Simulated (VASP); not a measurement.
# CoSi2 (Fm-3m) in VASP: a series of runs

CoSi2 is run at these levels: PBE; tasks: single point.

Program: VASP 6.6.1. These are calculated values, not measurements. Logs are shortened: lines on timing, memory, paths and dates and some standing lists are left out, and cuts for length are marked.

### 1 The cell of the first run

It takes space group Fm-3m (No. 225, cubic). Conventional cell: a = 5.356 Å, b = 5.356 Å, c = 5.356 Å, α = 90.00°, β = 90.00°, γ = 90.00°. Within 3.1 Å of Co (site symmetry m-3m) lie 8 Si at 2.32 Å. Within 3.1 Å of Si (site symmetry -43m) lie 4 Co at 2.32 Å and 6 Si at 2.68 Å.

### 2 Single point, PBE, collinear spin, ferromagnetic start

The input, INCAR:

```
SYSTEM = CoSi2
PREC = Accurate
ENCUT = 600
EDIFF = 1E-6
ISMEAR = -1
SIGMA = 0.1
LREAL = .False.
LASPH = .True.
NELM = 200
ALGO = Normal
ISIF = 2
LWAVE = .False.
LCHARG = .False.
ISPIN = 2
MAGMOM = 2.5 0 0
LORBIT = 11
LMAXMIX = 4
GGA = PE
NBANDS = 20
GGA_COMPAT = .False.
```

The input, KPOINTS:

```
regular mesh
0
Gamma
  10 10 10
  0 0 0
```

The input, POSCAR:

```
CoSi2
1.0
    0.0000000000      2.6780000000      2.6780000000
    2.6780000000      0.0000000000      2.6780000000
    2.6780000000      2.6780000000      0.0000000000
Co Si
1 2
Direct
    0.0000000000      0.0000000000      0.0000000000
    0.2500000000      0.2500000000      0.2500000000
    0.7500000000      0.7500000000      0.7500000000
```

Potentials or basis: VASP PAW PBE potentials, release 64 (Co, Si).

The run is started by

```bash
$ cat potpaw_PBE.64/Co/POTCAR potpaw_PBE.64/Si/POTCAR > POTCAR
$ mpirun -np 1 vasp_std > vasp.out
```

OUTCAR:

```text
SYSTEM = CoSi2
   PREC = Accurate
   ENCUT = 600
   EDIFF = 1E-6
   ISMEAR = -1
   LREAL = .False.
   LASPH = .True.
   NELM = 200
   ISIF = 2
   ISPIN = 2
   LORBIT = 11
   GGA = PE

 ion  position               nearest neighbor table
   1  0.000  0.000  0.000-   3 2.32   2 2.32   3 2.32   2 2.32   3 2.32   3 2.32   2 2.32   2 2.32

   2  0.250  0.250  0.250-   1 2.32   1 2.32   1 2.32   1 2.32   3 2.68   3 2.68   3 2.68   3 2.68
                             3 2.68   3 2.68
   3  0.750  0.750  0.750-   1 2.32   1 2.32   1 2.32   1 2.32   2 2.68   2 2.68   2 2.68   2 2.68
                             2 2.68   2 2.68

  LATTYP: Found a face centered cubic cell.
 ALAT       =     5.3560000000

  Lattice vectors:

 A1 = (   0.0000000000,   2.6780000000,   2.6780000000)
 A2 = (   2.6780000000,   0.0000000000,   2.6780000000)
 A3 = (   2.6780000000,   2.6780000000,   0.0000000000)

Analysis of symmetry for initial positions (statically):
=====================================================================
 Subroutine PRICEL returns:
 Original cell was already a primitive cell.

 Routine SETGRP: Setting up the symmetry group for a
 face centered cubic supercell.

 Subroutine GETGRP returns: Found 48 space group operations
 (whereof 48 operations were pure point group operations)
 out of a pool of 48 trial point group operations.

The static configuration has the point symmetry O_h .

Analysis of symmetry for dynamics (positions and initial velocities):
=====================================================================
 Subroutine PRICEL returns:
 Original cell was already a primitive cell.

 Routine SETGRP: Setting up the symmetry group for a
 face centered cubic supercell.

 Subroutine GETGRP returns: Found 48 space group operations
 (whereof 48 operations were pure point group operations)
 out of a pool of 48 trial point group operations.

The dynamic configuration has the point symmetry O_h .

Analysis of structural, dynamic, and magnetic symmetry:
=====================================================================
 Subroutine PRICEL returns:
 Original cell was already a primitive cell.

 Routine SETGRP: Setting up the symmetry group for a
 face centered cubic supercell.

 Subroutine GETGRP returns: Found 48 space group operations
 (whereof 48 operations were pure point group operations)
 out of a pool of 48 trial point group operations.

The overall configuration has the point symmetry O_h .

 Subroutine INISYM returns: Found 48 space group operations
 (whereof 48 operations are pure point group operations),
 and found     1 'primitive' translations

----------------------------------------------------------------------------------------

                                     Primitive cell

  volume of cell :      38.4115

  direct lattice vectors                    reciprocal lattice vectors
     0.000000000  2.678000000  2.678000000    -0.186706497  0.186706497  0.186706497
     2.678000000  0.000000000  2.678000000     0.186706497 -0.186706497  0.186706497
     2.678000000  2.678000000  0.000000000     0.186706497  0.186706497 -0.186706497

  length of vectors
     3.787263920  3.787263920  3.787263920     0.323385140  0.323385140  0.323385140

  position of ions in fractional coordinates (direct lattice)
     0.000000000  0.000000000  0.000000000
     0.250000000  0.250000000  0.250000000
     0.750000000  0.750000000  0.750000000

  ion indices of the primitive-cell ions
   primitive index   ion index
                 1           1
                 2           2
                 3           3

----------------------------------------------------------------------------------------

 KPOINTS: regular mesh

Automatic generation of k-mesh.
 Grid dimensions read from file:
 generate k-points for:   10   10   10

 Generating k-lattice:

  Cartesian coordinates                     Fractional coordinates (reciprocal lattice)
    -0.018670650  0.018670650  0.018670650     0.100000000  0.000000000  0.000000000
     0.018670650 -0.018670650  0.018670650     0.000000000  0.100000000  0.000000000
     0.018670650  0.018670650 -0.018670650     0.000000000  0.000000000  0.100000000

  Length of vectors
     0.032338514  0.032338514  0.032338514

  Shift w.r.t. Gamma in fractional coordinates (k-lattice)
     0.000000000  0.000000000  0.000000000

 Subroutine IBZKPT returns following result:
 ===========================================

 Found     47 irreducible k-points:

 Following reciprocal coordinates:
            Coordinates               Weight
  0.000000  0.000000  0.000000      1.000000
  0.100000  0.000000  0.000000      8.000000
  0.200000  0.000000  0.000000      8.000000
  0.300000  0.000000  0.000000      8.000000
  0.400000  0.000000  0.000000      8.000000
  0.500000  0.000000  0.000000      4.000000
[... 16 lines left out ...]
  0.300000  0.300000  0.000000      6.000000
  0.400000  0.300000  0.000000     24.000000
 [... further k-points ...]
   k-points           NKPTS =     47   k-points in BZ     NKDIM =     47   number of bands    NBANDS=     20
   number of dos      NEDOS =    301   number of ions     NIONS =      3
   total plane-waves  NPLWV =  27000
   dimension x,y,z NGX =    30 NGY =   30 NGZ =   30
   dimension x,y,z NGXF=    60 NGYF=   60 NGZF=   60
   ions per type =               1   2
   NGX,Y,Z   is equivalent  to a cutoff of  13.17, 13.17, 13.17 a.u.
   NGXF,Y,Z  is equivalent  to a cutoff of  26.34, 26.34, 26.34 a.u.
 SYSTEM =  CoSi2
   PREC   = accura    normal or accurate (medium, high low for compatibility)
   ISTART =      0    job   : 0-new  1-cont  2-samecut
   ICHARG =      2    charge: 1-file 2-atom 10-const
   ISPIN  =      2    spin polarized calculation?
   LNONCOLLINEAR =      F non collinear calculations
   LSORBIT =      F    spin-orbit coupling
   LASPH  =      T    aspherical Exc in radial PAW
   ENCUT  =  600.0 eV  44.10 Ry    6.64 a.u.   7.56  7.56  7.56*2*pi/ulx,y,z
   NELM   =    200;   NELMIN=  2; NELMDL= -5     # of ELM steps
   EDIFF  = 0.1E-05   stopping-criterion for ELM
   LREAL  =      F    real-space projection
   EDIFFG = 0.1E-04   stopping-criterion for IOM
   NSW    =      0    number of steps for IOM
   IBRION =     -1    ionic relax: 0-MD 1-quasi-New 2-CG
   NFREE  =      0    steps in history (QN), initial steepest desc. (CG)
   ISIF   =      2    stress and relaxation
   ISYM   =      2    0-nonsym 1-usesym 2-fastsym
   POTIM  = 0.5000    time-step for ionic-motion
   TEBEG  =    0.0;   TEEND  =   0.0 temperature during run
   PSTRESS=    0.0 pullay stress
   NELECT =      17.0000    total number of electrons
   NUPDOWN=      -1.0000    fix difference up-down
   EMIN   =  10.00;   EMAX   =-10.00  energy-range for DOS
   EFERMI =   0.00;   METHOD = LEGACY
   ISMEAR =    -1;   SIGMA  =   0.10  broadening in eV -4-tet -1-fermi 0-gaus
   EFERMI_NEDOS =   21; number of points for ismear=-14 and -15
   IALGO  =     38    algorithm
   IMIX   =      4    mixing-type and parameters
     AMIX     =   0.40;   BMIX     =  1.00
     AMIX_MAG =   1.60;   BMIX_MAG =  1.00
  volume/ion in A,a.u.               =      12.80        86.40
  Fermi-wavevector in a.u.,A,eV,Ry     =   1.247586  2.357596 21.177078  1.556471
  Thomas-Fermi vector in A             =   2.381712
   LORBIT       =     11    0 simple, 1 ext, 2 COOP (PROOUT), +10 PAW based schemes
   GGA     = PE    functional components
   LHFCALC =     F    Hartree Fock is set to
   AEXX    =    0.0000 exact exchange contribution
   IVDW    =     0    specifies the selected vdW correction
   LEPSILON=     F    determine dielectric tensor
   LRPA    =     F    only Hartree local field effects (RPA)
 spin polarized calculation
  energy-cutoff  :      600.00
  volume of cell :       38.41
 maximum number of plane-waves:      1307
   NGX = 15   NGY = 15   NGZ = 15

 number of electron      17.0000005 magnetization       0.0001104

 number of electron      17.0000005 magnetization      -0.0002628

 Free energy of the ion-electron system (eV)
  ---------------------------------------------------
  ext. energy  EPLUGINS =         0.00000000
  ---------------------------------------------------
  free energy    TOTEN  =       -19.31176559 eV

  energy without entropy =      -19.27658358  energy(sigma->0) =      -19.29417459

 E-fermi :  10.1007     XC(G=0): -11.7463

 val. band max:       10.0292178681   @ k =   0.4000   0.0000   0.0000
 cond. band min:      10.1062044544   @ k =  -0.2000   0.3000   0.1000
 fundamental gap:      0.0769865863
 Fermi energy:        10.1006691474

 spin component 1

 k-point     1 :       0.0000    0.0000    0.0000
  band No.  band energies     occupation
      1      -3.0314      1.00000
      2       6.0137      1.00000
      3       6.0137      1.00000
      4       6.0137      1.00000
      5       8.1826      1.00000
      6       8.1826      1.00000
[... 12 lines left out ...]
     19      20.6395      0.00000
[... 513 lines left out ...]
      4       6.2562      1.00000
      5       6.2808      1.00000
      6       8.3448      1.00000
[... 12 lines left out ...]
     19      24.2458      0.00000
     20      24.6444      0.00000

 [... further k-points ...]

 spin component 2

 k-point     1 :       0.0000    0.0000    0.0000
  band No.  band energies     occupation
      1      -3.0314      1.00000
      2       6.0139      1.00000
      3       6.0139      1.00000
      4       6.0139      1.00000
      5       8.1826      1.00000
      6       8.1826      1.00000
[... 12 lines left out ...]
     19      20.6390      0.00000
[... 513 lines left out ...]
      4       6.2563      1.00000
      5       6.2809      1.00000
      6       8.3448      1.00000
[... 12 lines left out ...]
     19      24.2458      0.00000
     20      24.6444      0.00000

 [... further k-points ...]

------------------------ aborting loop because EDIFF is reached ----------------------------------------

  FORCE on cell =-STRESS in cart. coord.  units (eV):
  Direction    XX          YY          ZZ          XY          YZ          ZX
  --------------------------------------------------------------------------------------
  -------------------------------------------------------------------------------------
  Total        0.0724684      0.0724684      0.0724684     -0.0000000     -0.0000000      0.0000000
  in kB        3.0227171      3.0227171      3.0227171     -0.0000000     -0.0000000      0.0000000
  external PRESSURE =       3.0227171 kB  Pullay stress =       0.0000000 kB

 VOLUME and BASIS-vectors are now :
 -----------------------------------------------------------------------------
  energy-cutoff  :      600.00
  volume of cell :       38.41
      direct lattice vectors                 reciprocal lattice vectors
     0.000000000  2.678000000  2.678000000    -0.186706497  0.186706497  0.186706497
     2.678000000  0.000000000  2.678000000     0.186706497 -0.186706497  0.186706497
     2.678000000  2.678000000  0.000000000     0.186706497  0.186706497 -0.186706497

 POSITION                                       TOTAL-FORCE (eV/Angst)
 -----------------------------------------------------------------------------------
      0.00000      0.00000      0.00000         0.000000     -0.000000      0.000000
      1.33900      1.33900      1.33900         0.000000      0.000000     -0.000000
      4.01700      4.01700      4.01700        -0.000000     -0.000000     -0.000000
 -----------------------------------------------------------------------------------
    total drift:                                0.000000     -0.000000     -0.000000

  FREE ENERGIE OF THE ION-ELECTRON SYSTEM (eV)
  ---------------------------------------------------
  free  energy   TOTEN  =       -19.3117655912 eV

  energy  without entropy=      -19.2765835824  energy(sigma->0) =      -19.29417459

 total charge

# of ion       s       p       d       tot
------------------------------------------
    1        0.540   0.720   7.594   8.854
    2        0.717   0.874   0.000   1.590
    3        0.717   0.874   0.000   1.590
--------------------------------------------------
tot          1.974   2.467   7.594  12.035

 magnetization (x)

# of ion       s       p       d       tot
------------------------------------------
    1       -0.000  -0.000  -0.000  -0.000
    2        0.000   0.000   0.000   0.000
    3        0.000   0.000   0.000   0.000
--------------------------------------------------
tot         -0.000   0.000  -0.000  -0.000
```

It took 2.4 min on 1 thread of AMD EPYC 7R43 (Zen 3), shared host; peak memory 0.19 GiB.

What came out:

| Property | Result |
| --- | --- |
| Free energy | -19.3118 eV |
| Pressure | 0.3 GPa |
| Net moment | 0.00 μB per cell |
| Valence electrons inside the program's atomic spheres | Co 8.85; Si 1.59 |

Levels at points of the mesh, in eV from the Fermi level:
Spin up:
```tsv
k point	band 6	band 7	band 8	band 9	band 10	band 11	band 12	band 13
(0.00, 0.00, 0.00)	-1.92	0.75	3.40	3.40	3.40	3.44	3.44	3.44
(0.50, 0.00, 0.00)	-1.64	-1.64	-0.48	-0.48	2.69	3.40	3.40	4.34
(0.50, 0.50, 0.00)	-1.97	-1.97	-1.92	-1.34	1.56	2.92	8.55	9.58
```
Spin down:
```csv
k point,band 6,band 7,band 8,band 9,band 10,band 11,band 12,band 13
"(0.00, 0.00, 0.00)",-1.92,0.75,3.40,3.40,3.40,3.44,3.44,3.44
"(0.50, 0.00, 0.00)",-1.64,-1.64,-0.48,-0.48,2.69,3.40,3.40,4.34
"(0.50, 0.50, 0.00)",-1.97,-1.97,-1.92,-1.34,1.56,2.92,8.55,9.58
```

### 3 Single point, PBE, collinear spin, ferromagnetic start

The input, INCAR:

```
PREC = Accurate
ENCUT = 600
EDIFF = 1E-6
ISMEAR = -1
SIGMA = 0.1
LREAL = F
LASPH = T
NELM = 200
ALGO = Normal
ISIF = 2
LWAVE = F
LCHARG = F
ISPIN = 2
MAGMOM = 2.5 0 0
LORBIT = 11
LMAXMIX = 4
GGA = PE
NBANDS = 20
GGA_COMPAT = F
```

The input, KPOINTS:

```
regular mesh
0
Gamma
  10 10 10
```

POSCAR is that of step 2.

Potentials or basis: VASP PAW PBE potentials, release 64 (Co, Si).

The run is started by

```bash
$ cat potpaw_PBE.64/Co/POTCAR potpaw_PBE.64/Si/POTCAR > POTCAR
$ mpirun -np 1 vasp_std > vasp.out
```

OUTCAR:

```text
PREC = Accurate
   ENCUT = 600
   EDIFF = 1E-6
   ISMEAR = -1
   LREAL = F
   LASPH = T
   NELM = 200
   ISIF = 2
   ISPIN = 2
   LORBIT = 11
   GGA = PE

 ion  position               nearest neighbor table
   1  0.000  0.000  0.000-   3 2.32   2 2.32   3 2.32   2 2.32   3 2.32   3 2.32   2 2.32   2 2.32

   2  0.250  0.250  0.250-   1 2.32   1 2.32   1 2.32   1 2.32   3 2.68   3 2.68   3 2.68   3 2.68
                             3 2.68   3 2.68
   3  0.750  0.750  0.750-   1 2.32   1 2.32   1 2.32   1 2.32   2 2.68   2 2.68   2 2.68   2 2.68
                             2 2.68   2 2.68

  LATTYP: Found a face centered cubic cell.
 ALAT       =     5.3560000000

  Lattice vectors:

 A1 = (   0.0000000000,   2.6780000000,   2.6780000000)
 A2 = (   2.6780000000,   0.0000000000,   2.6780000000)
 A3 = (   2.6780000000,   2.6780000000,   0.0000000000)

Analysis of symmetry for initial positions (statically):
=====================================================================
 Subroutine PRICEL returns:
 Original cell was already a primitive cell.

 Routine SETGRP: Setting up the symmetry group for a
 face centered cubic supercell.

 Subroutine GETGRP returns: Found 48 space group operations
 (whereof 48 operations were pure point group operations)
 out of a pool of 48 trial point group operations.

The static configuration has the point symmetry O_h .

Analysis of symmetry for dynamics (positions and initial velocities):
=====================================================================
 Subroutine PRICEL returns:
 Original cell was already a primitive cell.

 Routine SETGRP: Setting up the symmetry group for a
 face centered cubic supercell.

 Subroutine GETGRP returns: Found 48 space group operations
 (whereof 48 operations were pure point group operations)
 out of a pool of 48 trial point group operations.

The dynamic configuration has the point symmetry O_h .

Analysis of structural, dynamic, and magnetic symmetry:
=====================================================================
 Subroutine PRICEL returns:
 Original cell was already a primitive cell.
[... 158 lines left out ...]

 E-fermi :  10.1007     XC(G=0): -11.7463

 val. band max:       10.0292178681   @ k =   0.4000   0.0000   0.0000
 cond. band min:      10.1062044544   @ k =  -0.2000   0.3000   0.1000
 fundamental gap:      0.0769865863
 Fermi energy:        10.1006691474

 spin component 1

 k-point     1 :       0.0000    0.0000    0.0000
  band No.  band energies     occupation
      1      -3.0314      1.00000
      2       6.0137      1.00000
      3       6.0137      1.00000
      4       6.0137      1.00000
      5       8.1826      1.00000
      6       8.1826      1.00000
[... 541 lines left out ...]
     19      24.2458      0.00000
     20      24.6444      0.00000

 [... further k-points ...]

 spin component 2

 k-point     1 :       0.0000    0.0000    0.0000
  band No.  band energies     occupation
      1      -3.0314      1.00000
      2       6.0139      1.00000
      3       6.0139      1.00000
      4       6.0139      1.00000
      5       8.1826      1.00000
      6       8.1826      1.00000
[... 541 lines left out ...]
     19      24.2458      0.00000
     20      24.6444      0.00000

 [... further k-points ...]

------------------------ aborting loop because EDIFF is reached ----------------------------------------

  FORCE on cell =-STRESS in cart. coord.  units (eV):
  Direction    XX          YY          ZZ          XY          YZ          ZX
  --------------------------------------------------------------------------------------
  -------------------------------------------------------------------------------------
  Total        0.0724684      0.0724684      0.0724684     -0.0000000     -0.0000000      0.0000000
  in kB        3.0227171      3.0227171      3.0227171     -0.0000000     -0.0000000      0.0000000
  external PRESSURE =       3.0227171 kB  Pullay stress =       0.0000000 kB

 VOLUME and BASIS-vectors are now :
 -----------------------------------------------------------------------------
  energy-cutoff  :      600.00
  volume of cell :       38.41
      direct lattice vectors                 reciprocal lattice vectors
     0.000000000  2.678000000  2.678000000    -0.186706497  0.186706497  0.186706497
     2.678000000  0.000000000  2.678000000     0.186706497 -0.186706497  0.186706497
     2.678000000  2.678000000  0.000000000     0.186706497  0.186706497 -0.186706497

 POSITION                                       TOTAL-FORCE (eV/Angst)
 -----------------------------------------------------------------------------------
      0.00000      0.00000      0.00000         0.000000     -0.000000      0.000000
      1.33900      1.33900      1.33900         0.000000      0.000000     -0.000000
      4.01700      4.01700      4.01700        -0.000000     -0.000000     -0.000000
 -----------------------------------------------------------------------------------
    total drift:                                0.000000     -0.000000     -0.000000

  FREE ENERGIE OF THE ION-ELECTRON SYSTEM (eV)
  ---------------------------------------------------
  free  energy   TOTEN  =       -19.3117655912 eV

  energy  without entropy=      -19.2765835824  energy(sigma->0) =      -19.29417459

 total charge

# of ion       s       p       d       tot
------------------------------------------
    1        0.540   0.720   7.594   8.854
    2        0.717   0.874   0.000   1.590
    3        0.717   0.874   0.000   1.590
--------------------------------------------------
tot          1.974   2.467   7.594  12.035

 magnetization (x)

# of ion       s       p       d       tot
------------------------------------------
    1       -0.000  -0.000  -0.000  -0.000
    2        0.000   0.000   0.000   0.000
    3        0.000   0.000   0.000   0.000
--------------------------------------------------
tot         -0.000   0.000  -0.000  -0.000
```

Wall time 2.7 min (1 thread of AMD EPYC 7R43 (Zen 3), shared host); peak memory 0.19 GiB.

Results:

| Item | Value |
| --- | --- |
| Free energy | -19.3118 eV |
| Pressure | 0.3 GPa |
| Net moment | 0.00 μB per cell |
| Valence electrons inside the program's atomic spheres | Co 8.85; Si 1.59 |
